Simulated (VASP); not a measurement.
Here is a VASP 6.6.1 calculation.

The input INCAR:

```
SYSTEM = Sb
  PREC = Accurate
  ENCUT = 520
  EDIFF = 1E-6
  ISMEAR = -1
  SIGMA = 0.05
  LREAL = .False.
  LASPH = .True.
  NELM = 100
  ALGO = Normal
  ISIF = 2
  LWAVE = .False.
  LCHARG = .False.
  GGA = PE
  NBANDS = 8
```

Contents of KPOINTS:

```
Automatic mesh
0
Gamma
  12 12 12
  0 0 0
```

The input POSCAR:

```
Sb
1.0
   -1.5765401831      1.5765401831      2.7119384313
    1.5765401831     -1.5765401831      2.7119384313
    1.5765401831      1.5765401831     -2.7119384313
Sb
1
Direct
    0.0000000000      0.0000000000      0.0000000000
```

Potentials or basis: VASP PAW PBE potentials, release 64 (Sb).

Launch:

```sh
$ cat potpaw_PBE.64/Sb/POTCAR > POTCAR
$ mpirun -np 1 vasp_std > vasp.out
```

(1) Predict the pressure.

## Answers

(1) 1.7 GPa.
